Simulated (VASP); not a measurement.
# Be2ZnSe3 (P-4m2) in VASP: further runs

Be2ZnSe3 is run at these levels: PBE; tasks: single point.

Program: VASP 6.6.1. These are calculated values, not measurements. Logs are shortened: lines on timing, memory, paths and dates and some standing lists are left out, and cuts for length are marked.

### Step 1. The cell of the first run

Symmetry: P-4m2, No. 115, tetragonal system. Conventional cell: a = 3.740 Å, b = 3.740 Å, c = 8.239 Å, α = 90.00°, β = 90.00°, γ = 90.00°. Within 3.7 Å of Be (site symmetry 2mm) lie 7 Se at 2.81 to 2.90 Å and 2 Zn at 2.90 Å. Zn (site symmetry -4m2) has 4 Se at 2.64 Å and 4 Be at 2.90 Å within 3.5 Å. Se (site symmetry 2mm) has 5 Be at 2.81 to 2.87 Å and 6 Se at 3.27 to 3.67 Å and 2 Zn at 3.67 Å within 3.7 Å. Se (site symmetry -4m2) has 4 Zn at 2.64 Å and 4 Be at 2.90 Å within 3.5 Å.

### Step 2. Single point, PBE

Input file INCAR:

```
PREC     = Accurate       # precision mode
ENCUT    = 520            # plane-wave cutoff, eV
EDIFF    = 1E-6           # SCF threshold, eV
ISMEAR   = 0              # smearing method
SIGMA    = 0.1            # smearing width, eV
LREAL    = False          # projectors in reciprocal space
LASPH    = True           # aspherical terms in the spheres
NELM     = 60             # most SCF steps
ALGO     = Normal         # electronic algorithm
ISIF     = 2              # what is computed and relaxed
LWAVE    = False          # write WAVECAR
LCHARG   = False          # write CHGCAR
GGA      = PE             # functional
NBANDS   = 26             # bands
```

Input file KPOINTS:

```
Automatic mesh
0
Gamma
  6 6 2
```

Input file POSCAR:

```
Be2ZnSe3
1.0
    3.7396188800      0.0000000000      0.0000000000
    0.0000000000      3.7396188800      0.0000000000
    0.0000000000      0.0000000000      8.2387315000
Be Zn Se
2 1 3
Direct
    0.0000000000      0.5000000000      0.7315000300
    0.5000000000      0.0000000000      0.2684999700
    0.0000000000      0.0000000000      0.0000000000
    0.0000000000      0.5000000000      0.3835000100
    0.5000000000      0.0000000000      0.6164999900
    0.5000000000      0.5000000000      0.0000000000
```

Potentials or basis: VASP PAW PBE potentials, release 64 (Be, Zn, Se).

The run is started by

```sh
$ cat potpaw_PBE.64/Be/POTCAR potpaw_PBE.64/Zn/POTCAR potpaw_PBE.64/Se/POTCAR > POTCAR
$ mpirun -np 1 vasp_std > vasp.out
```

OUTCAR:

```text
PREC = Accurate
   ENCUT = 520
   EDIFF = 1E-6
   ISMEAR = 0
   LREAL = False
   LASPH = True
   NELM = 60
   ISIF = 2
   GGA = PE

 ion  position               nearest neighbor table
   1  0.000  0.500  0.732-
   2  0.500  0.000  0.268-
   3  0.000  0.000  0.000-   6 2.64   6 2.64   6 2.64   6 2.64
   4  0.000  0.500  0.384-
   5  0.500  0.000  0.616-
   6  0.500  0.500  0.000-   3 2.64   3 2.64   3 2.64   3 2.64

  LATTYP: Found a simple tetragonal cell.
 ALAT       =     3.7396188800
 C/A-ratio  =     2.2030938885

  Lattice vectors:

 A1 = (   3.7396188800,   0.0000000000,   0.0000000000)
 A2 = (   0.0000000000,   3.7396188800,   0.0000000000)
 A3 = (   0.0000000000,   0.0000000000,   8.2387315000)

Analysis of symmetry for initial positions (statically):
=====================================================================
 Subroutine PRICEL returns:
 Original cell was already a primitive cell.

 Routine SETGRP: Setting up the symmetry group for a
 simple tetragonal supercell.

 Subroutine GETGRP returns: Found  8 space group operations
 (whereof  8 operations were pure point group operations)
 out of a pool of 16 trial point group operations.

The static configuration has the point symmetry D_2d.

Analysis of symmetry for dynamics (positions and initial velocities):
=====================================================================
 Subroutine PRICEL returns:
 Original cell was already a primitive cell.

 Routine SETGRP: Setting up the symmetry group for a
 simple tetragonal supercell.

 Subroutine GETGRP returns: Found  8 space group operations
 (whereof  8 operations were pure point group operations)
 out of a pool of 16 trial point group operations.

The dynamic configuration has the point symmetry D_2d.

 Subroutine INISYM returns: Found  8 space group operations
 (whereof  8 operations are pure point group operations),
 and found     1 'primitive' translations

----------------------------------------------------------------------------------------

                                     Primitive cell

  volume of cell :     115.2166

  direct lattice vectors                    reciprocal lattice vectors
     3.739618880  0.000000000  0.000000000     0.267406929  0.000000000  0.000000000
     0.000000000  3.739618880  0.000000000     0.000000000  0.267406929  0.000000000
     0.000000000  0.000000000  8.238731500     0.000000000  0.000000000  0.121377909

  length of vectors
     3.739618880  3.739618880  8.238731500     0.267406929  0.267406929  0.121377909

  position of ions in fractional coordinates (direct lattice)
     0.000000000  0.500000000  0.731500030
     0.500000000  0.000000000  0.268499970
     0.000000000  0.000000000  0.000000000
     0.000000000  0.500000000  0.383500010
     0.500000000  0.000000000  0.616499990
     0.500000000  0.500000000  0.000000000

  ion indices of the primitive-cell ions
   primitive index   ion index
                 1           1
                 2           2
                 3           3
                 4           4
                 5           5
                 6           6

----------------------------------------------------------------------------------------

 KPOINTS: Automatic mesh

Automatic generation of k-mesh.
 Grid dimensions read from file:
 generate k-points for:    6    6    2

 Generating k-lattice:

  Cartesian coordinates                     Fractional coordinates (reciprocal lattice)
     0.044567821  0.000000000  0.000000000     0.166666667  0.000000000  0.000000000
     0.000000000  0.044567821  0.000000000     0.000000000  0.166666667  0.000000000
     0.000000000  0.000000000  0.060688954     0.000000000  0.000000000  0.500000000

  Length of vectors
     0.044567821  0.044567821  0.060688954

  Shift w.r.t. Gamma in fractional coordinates (k-lattice)
     0.000000000  0.000000000  0.000000000

 Subroutine IBZKPT returns following result:
 ===========================================

 Found     20 irreducible k-points:

 Following reciprocal coordinates:
            Coordinates               Weight
  0.000000  0.000000  0.000000      1.000000
  0.166667  0.000000  0.000000      4.000000
  0.333333  0.000000  0.000000      4.000000
  0.500000  0.000000  0.000000      2.000000
  0.166667  0.166667  0.000000      4.000000
  0.333333  0.166667  0.000000      8.000000
[... 12 lines left out ...]
  0.500000  0.333333  0.500000      4.000000
  0.500000  0.500000  0.500000      1.000000
   k-points           NKPTS =     20   k-points in BZ     NKDIM =     20   number of bands    NBANDS=     26
   number of dos      NEDOS =    301   number of ions     NIONS =      6
   total plane-waves  NPLWV =  50176
   dimension x,y,z NGX =    28 NGY =   28 NGZ =   64
   dimension x,y,z NGXF=    56 NGYF=   56 NGZF=  128
   ions per type =               2   1   3
   NGX,Y,Z   is equivalent  to a cutoff of  12.45, 12.45, 12.91 a.u.
   NGXF,Y,Z  is equivalent  to a cutoff of  24.89, 24.89, 25.83 a.u.
 SYSTEM =  unknown system
   PREC   = accura    normal or accurate (medium, high low for compatibility)
   ISTART =      0    job   : 0-new  1-cont  2-samecut
   ICHARG =      2    charge: 1-file 2-atom 10-const
   ISPIN  =      1    spin polarized calculation?
   LNONCOLLINEAR =      F non collinear calculations
   LSORBIT =      F    spin-orbit coupling
   LASPH  =      T    aspherical Exc in radial PAW
   ENCUT  =  520.0 eV  38.22 Ry    6.18 a.u.   6.95  6.95 15.32*2*pi/ulx,y,z
   NELM   =     60;   NELMIN=  2; NELMDL= -5     # of ELM steps
   EDIFF  = 0.1E-05   stopping-criterion for ELM
   LREAL  =      F    real-space projection
   EDIFFG = 0.1E-04   stopping-criterion for IOM
   NSW    =      0    number of steps for IOM
   IBRION =     -1    ionic relax: 0-MD 1-quasi-New 2-CG
   NFREE  =      0    steps in history (QN), initial steepest desc. (CG)
   ISIF   =      2    stress and relaxation
   ISYM   =      2    0-nonsym 1-usesym 2-fastsym
   POTIM  = 0.5000    time-step for ionic-motion
   TEBEG  =    0.0;   TEEND  =   0.0 temperature during run
   PSTRESS=    0.0 pullay stress
   NELECT =      34.0000    total number of electrons
   NUPDOWN=      -1.0000    fix difference up-down
   EMIN   =  10.00;   EMAX   =-10.00  energy-range for DOS
   EFERMI =   0.00;   METHOD = LEGACY
   ISMEAR =     0;   SIGMA  =   0.10  broadening in eV -4-tet -1-fermi 0-gaus
   EFERMI_NEDOS =   21; number of points for ismear=-14 and -15
   IALGO  =     38    algorithm
   IMIX   =      4    mixing-type and parameters
     AMIX     =   0.40;   BMIX     =  1.00
     AMIX_MAG =   1.60;   BMIX_MAG =  1.00
  volume/ion in A,a.u.               =      19.20       129.59
  Fermi-wavevector in a.u.,A,eV,Ry     =   1.089924  2.059657 16.162821  1.187934
  Thomas-Fermi vector in A             =   2.226137
   LORBIT       =      0    0 simple, 1 ext, 2 COOP (PROOUT), +10 PAW based schemes
   GGA     = PE    functional components
   LHFCALC =     F    Hartree Fock is set to
   AEXX    =    0.0000 exact exchange contribution
   IVDW    =     0    specifies the selected vdW correction
   LEPSILON=     F    determine dielectric tensor
   LRPA    =     F    only Hartree local field effects (RPA)
 non-spin polarized calculation
 Gauss-broadening in eV      SIGMA  =   0.10
  energy-cutoff  :      520.00
  volume of cell :      115.22
 maximum number of plane-waves:      3120
 NGX is ok and might be reduce to    28
   NGX = 13   NGY = 13   NGZ = 31

 number of electron      34.0000010 magnetization

 Free energy of the ion-electron system (eV)
  ---------------------------------------------------
  ext. energy  EPLUGINS =         0.00000000
  ---------------------------------------------------
  free energy    TOTEN  =       -17.11144124 eV

  energy without entropy =      -17.08572205  energy(sigma->0) =      -17.09858164

 E-fermi :   3.6649     XC(G=0):  -9.7564

 val. band max:        3.6607094756   @ k =   0.1667   0.0000   0.5000
 cond. band min:       3.6773422387   @ k =   0.5000   0.0000   0.0000
 fundamental gap:      0.0166327630
 Fermi energy:         3.6649269209

 k-point     1 :       0.0000    0.0000    0.0000
  band No.  band energies     occupation
      1     -10.7498      2.00000
      2      -9.7779      2.00000
      3      -8.2208      2.00000
      4      -3.8745      2.00000
      5      -3.7687      2.00000
      6      -3.7162      2.00000
[... 18 lines left out ...]
     25       9.1101      0.00000
     26       9.4015      0.00000

 k-point     2 :       0.1667    0.0000    0.0000
  band No.  band energies     occupation
      1     -10.5868      2.00000
      2      -9.6134      2.00000
      3      -8.2040      2.00000
      4      -3.8844      2.00000
      5      -3.8456      2.00000
      6      -3.7617      2.00000
[... 18 lines left out ...]
     25       9.2153      0.00000
     26       9.5012      0.00000

 k-point     3 :       0.3333    0.0000    0.0000
  band No.  band energies     occupation
      1     -10.2009      2.00000
      2      -9.1800      2.00000
      3      -8.2821      2.00000
      4      -4.0783      2.00000
      5      -3.9842      2.00000
      6      -3.8580      2.00000
[... 18 lines left out ...]
     25       8.8709      0.00000
     26       9.4223      0.00000

 k-point     4 :       0.5000    0.0000    0.0000
  band No.  band energies     occupation
      1      -9.9628      2.00000
      2      -8.6846      2.00000
      3      -8.6163      2.00000
      4      -4.3494      2.00000
      5      -4.0475      2.00000
      6      -3.9098      2.00000
[... 18 lines left out ...]
     25       7.8515      0.00000
     26       8.5125      0.00000

 k-point     5 :       0.1667    0.1667    0.0000
  band No.  band energies     occupation
      1     -10.4355      2.00000
      2      -9.4556      2.00000
      3      -8.1786      2.00000
      4      -3.9506      2.00000
      5      -3.8630      2.00000
      6      -3.7672      2.00000
[... 18 lines left out ...]
     25       9.0169      0.00000
     26       9.1259      0.00000

 k-point     6 :       0.3333    0.1667    0.0000
  band No.  band energies     occupation
      1     -10.0842      2.00000
      2      -9.0417      2.00000
      3      -8.2253      2.00000
      4      -4.1014      2.00000
      5      -3.8908      2.00000
      6      -3.8196      2.00000
[... 311 lines left out ...]
 k-point    17 :       0.5000    0.1667    0.5000
  band No.  band energies     occupation
      1      -9.8681      2.00000
      2      -8.5712      2.00000
      3      -8.5326      2.00000
      4      -4.1808      2.00000
      5      -3.9714      2.00000
      6      -3.8557      2.00000
[... 18 lines left out ...]
     25       9.1304      0.00000
     26       9.2099      0.00000

 k-point    18 :       0.3333    0.3333    0.5000
  band No.  band energies     occupation
      1      -9.8162      2.00000
      2      -8.7306      2.00000
      3      -8.1336      2.00000
      4      -3.9992      2.00000
      5      -3.8246      2.00000
      6      -3.7723      2.00000
[... 18 lines left out ...]
     25       9.6046      0.00000
     26       9.7974      0.00000

 k-point    19 :       0.5000    0.3333    0.5000
  band No.  band energies     occupation
      1      -9.6809      2.00000
      2      -8.3265      2.00000
      3      -8.3115      2.00000
      4      -3.8380      2.00000
      5      -3.8296      2.00000
      6      -3.7667      2.00000
[... 18 lines left out ...]
     25       9.7084      0.00000
     26       9.9058      0.00000

 k-point    20 :       0.5000    0.5000    0.5000
  band No.  band energies     occupation
      1      -9.5802      2.00000
      2      -8.1900      2.00000
      3      -8.1900      2.00000
      4      -3.7977      2.00000
      5      -3.7977      2.00000
      6      -3.7331      2.00000
[... 18 lines left out ...]
     25       9.4588      0.00000
     26      10.1989      0.00000

------------------------ aborting loop because EDIFF is reached ----------------------------------------

  FORCE on cell =-STRESS in cart. coord.  units (eV):
  Direction    XX          YY          ZZ          XY          YZ          ZX
  --------------------------------------------------------------------------------------
  -------------------------------------------------------------------------------------
  Total       -6.1849731     -6.1849731     -5.0706418      0.0000000      0.0000000      0.0000000
  in kB      -86.0069125    -86.0069125    -70.5112609      0.0000000      0.0000000      0.0000000
  external PRESSURE =     -80.8416953 kB  Pullay stress =       0.0000000 kB

 VOLUME and BASIS-vectors are now :
 -----------------------------------------------------------------------------
  energy-cutoff  :      520.00
  volume of cell :      115.22
      direct lattice vectors                 reciprocal lattice vectors
     3.739618880  0.000000000  0.000000000     0.267406929  0.000000000  0.000000000
     0.000000000  3.739618880  0.000000000     0.000000000  0.267406929  0.000000000
     0.000000000  0.000000000  8.238731500     0.000000000  0.000000000  0.121377909

 POSITION                                       TOTAL-FORCE (eV/Angst)
 -----------------------------------------------------------------------------------
      0.00000      1.86981      6.02663         0.000000      0.000000     -1.184793
      1.86981      0.00000      2.21210         0.000000      0.000000      1.184793
      0.00000      0.00000      0.00000        -0.000000      0.000000      0.000000
      0.00000      1.86981      3.15955         0.000000      0.000000     -1.195648
      1.86981      0.00000      5.07918         0.000000     -0.000000      1.195648
      1.86981      1.86981      0.00000         0.000000      0.000000      0.000000
 -----------------------------------------------------------------------------------
    total drift:                               -0.000000      0.000000     -0.000000

  FREE ENERGIE OF THE ION-ELECTRON SYSTEM (eV)
  ---------------------------------------------------
  free  energy   TOTEN  =       -17.1114412403 eV

  energy  without entropy=      -17.0857220479  energy(sigma->0) =      -17.09858164
```

Run time: 25 s. Hardware: 1 thread of Intel Xeon 6975P-C (Granite Rapids), shared host; peak memory 0.24 GiB.

What came out:

| Property | Result |
| --- | --- |
| Free energy | -17.1114 eV |
| Pressure | -8.1 GPa |
| Largest force | 1.196 eV/Å |
| Band gap on the k mesh | zero (band 17 reaches 3.75 eV, above the bottom of band 18 at 2.41 eV) |

Forces on the atoms (eV/Å):
```
Be   0.000  0.000 -1.185
Be   0.000  0.000  1.185
Zn   0.000  0.000  0.000
Se   0.000  0.000 -1.196
Se   0.000  0.000  1.196
Se   0.000  0.000  0.000
```

Caveat: the k points lie up to 0.38 Å⁻¹ apart; forces of over 1 eV/Å act on the atoms, so gaps and moduli don't describe the material at rest.

[end of part 1 of 2]
